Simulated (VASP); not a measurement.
Input of a VASP 6.6.1 run:

The input INCAR:

```
PREC = Accurate
ENCUT = 520
EDIFF = 1E-7
ISMEAR = 0
SIGMA = 0.05
LREAL = F
LASPH = T
NELM = 80
ALGO = Normal
ISIF = 2
LWAVE = F
LCHARG = T
LELF = T
LVHAR = T
NBANDS = 16
```

KPOINTS

```
Automatic mesh
0
Gamma
  12 12 6
```

POSCAR

```
SiC
1.0
    3.0036848971      0.0000000000      0.0000000000
   -1.5018424486      2.6012674258      0.0000000000
    0.0000000000      0.0000000000      5.1930708186
Si C
2 2
Direct
    0.3333333333      0.6666666667      0.0046041256
    0.6666666667      0.3333333333      0.5046041256
    0.3333333333      0.6666666667      0.3953475106
    0.6666666667      0.3333333333      0.8953475106
```

Potentials or basis: VASP PAW LDA potentials, release 64 (Si, C).

Run with:

```bash
$ cat potpaw_LDA.64/Si/POTCAR potpaw_LDA.64/C/POTCAR > POTCAR
$ mpirun -np 1 vasp_std > vasp.out
```

(1) Predict the pressure.

(2) Estimate the largest force.

## Answers

(1) 3.8 GPa.

(2) 1.398 eV/Å.

Caveat: forces of over 1 eV/Å act on the atoms, so gaps and moduli don't describe the material at rest.
